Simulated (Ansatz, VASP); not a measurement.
**CdSi2: VASP beside Ansatz**

```
CELL_PARAMETERS angstrom
3.70880 0.00000 0.00000
-1.85440 3.21191 0.00000
0.00000 0.00000 5.14473
ATOMIC_POSITIONS crystal
Cd 0.00000 0.00000 0.00000
Si 0.33333 0.66667 0.40522
Si 0.66667 0.33333 0.59478
```

Alike in both runs: task relaxation of cell and atoms; functional PBE; k mesh 15 × 15 × 8; occupations gaussian, width 0.1 eV; no spin polarisation.

```csv
,VASP,Ansatz
version,VASP 6.6.1,Ansatz 0.2.0
potentials or method,"VASP PAW PBE potentials, release 64 (Cd, Si), cutoff 600 eV","scalar-relativistic, plane waves, PAW"
valence electrons in the cell,20,28
```

Ansatz gave:

```
gap on the k mesh at the Fermi level, each at its own relaxed structure (eV) : none
relaxed volume (Å³/atom)                                                     : 20.17
relaxed length of the cell vector where the two differ most in proportion (Å)              : 4.970
```

**Question.** Estimate VASP's values.

**Answer.** gap on the k mesh at the Fermi level, each at its own relaxed structure (eV): none; relaxed volume (Å³/atom): 20.21; relaxed length of the cell vector where the two differ most in proportion (Å): 4.978.

A gap of «none» marks a metal or a gap that the smearing closes. VASP's potentials hold 20 valence electrons a cell and Ansatz's 28, so a difference there can come from the potentials and not from the codes.
